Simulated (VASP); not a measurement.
**MgB4C: single point with PBE**

The system is MgB4C.

```
Mg B C
1.0
     1.51675   -2.81318    0.00000
     1.51675    2.81318    0.00000
     0.00000    0.00000    6.85095
Mg B C
1 4 1
Direct
  0.00000 0.00000 0.50000
  0.83941 0.16059 0.81326
  0.16059 0.83941 0.81326
  0.83941 0.16059 0.18674
  0.16059 0.83941 0.18674
  0.00000 0.00000 0.00000
```

* Program: VASP 6.6.1
* Task: single point
* Functional: PBE
* Potentials or basis: VASP PAW PBE potentials, release 64 (Mg, B, C)
* Cutoff: 520 eV
* k mesh: 8 × 8 × 10
* Occupations: gaussian, width 0.1 eV
* Spin: no spin polarisation
* Dipole correction: no
* Further INCAR settings: ALGO = Normal; EDIFF = 1e-06; NBANDS = 18

- Pressure: 0.1 GPa
- Largest force: 0.019 eV/Å
- Band gap on the k mesh: zero (band 9 reaches 5.73 eV, above the bottom of band 10 at 3.81 eV)

Forces in eV/Å, atoms in the order of the input:
```
Mg   0.000  0.000  0.000
B    0.000  0.011 -0.015
B    0.000 -0.011 -0.015
B    0.000  0.011  0.015
B    0.000 -0.011  0.015
C    0.000  0.000  0.000
```

Stress tensor (GPa, compression positive):
```
-0.07  0.00  0.00
 0.00  0.06  0.00
 0.00  0.00  0.17
```

Levels at points of the mesh, in eV from the Fermi level:
| k point | band 7 | band 8 | band 9 | band 10 | band 11 | band 12 |
| --- | --- | --- | --- | --- | --- | --- |
| (0.00, 0.00, 0.00) | -0.20 | -0.18 | -0.01 | 0.94 | 1.83 | 6.72 |
| (0.50, 0.00, 0.00) | -3.28 | -2.64 | -1.63 | -0.11 | 2.90 | 4.02 |
| (0.50, 0.50, 0.00) | -3.36 | -0.56 | -0.54 | 1.78 | 2.48 | 3.31 |
| (0.00, 0.00, 0.50) | -1.38 | -0.18 | 0.98 | 1.77 | 2.14 | 6.73 |
| (0.50, 0.00, 0.50) | -3.62 | -2.44 | -0.73 | -0.62 | 0.63 | 4.35 |
| (0.50, 0.50, 0.50) | -3.15 | -1.98 | -0.60 | -0.59 | 4.42 | 4.51 |

It took 62 s on 1 thread of Intel(R) Xeon(R) Platinum 8488C (Sapphire Rapids) (shared host), peak memory 0.27 GiB.
